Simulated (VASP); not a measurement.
Ga3As2P, 6 atoms in the cell. It takes space group I-4m2 (No. 119, tetragonal). Conventional cell: a = 4.003 Å, b = 4.003 Å, c = 17.008 Å, α = 90.00°, β = 90.00°, γ = 90.00°. Ga (site symmetry 2mm) has 2 P at 2.41 Å and 2 As at 2.47 Å within 3.2 Å. Ga (site symmetry -4m2) has 4 As at 2.47 Å within 3.3 Å. P (site symmetry -4m2) has 4 Ga at 2.41 Å within 3.2 Å. As (site symmetry 2mm) has 4 Ga at 2.47 Å within 3.3 Å. 

| Quantity | Value |
| --- | --- |
| Program | VASP 6.6.1 |
| Task | single point |
| Functional | PBE |
| Potentials or basis | VASP PAW PBE potentials, release 64 (Ga_d, P, As) |
| Cutoff | 400 eV |
| k mesh | 12 × 12 × 12 |
| Occupations | gaussian, width 0.02 eV |
| Spin | no spin polarisation |
| Dipole correction | no |
| k mesh for the DOS | 18 × 18 × 18 |
| Occupations for the DOS | tetrahedron |
| Further INCAR settings | ALGO = Normal; EDIFF = 1e-06 |

Potentials or basis: VASP PAW PBE potentials, release 64 (Ga_d, P, As).

Launch:

```console
$ cat potpaw_PBE.64/Ga_d/POTCAR potpaw_PBE.64/P/POTCAR potpaw_PBE.64/As/POTCAR > POTCAR
$ cp INCAR.step1 INCAR
$ cp KPOINTS.step1 KPOINTS
$ mpirun -np 1 vasp_std > vasp.out
$ cp INCAR.step2 INCAR
$ cp KPOINTS.step2 KPOINTS
$ mpirun -np 1 vasp_std > vasp.out
```

Hardware: 1 thread of Intel(R) Xeon(R) 6975P-C (Granite Rapids), on a shared host.

Question: Estimate the wall time of this run.

Answer: It took 43 min on 1 thread of Intel(R) Xeon(R) 6975P-C (Granite Rapids), with other jobs on the host, peak memory 1.4 GiB. Counts: k points 480.
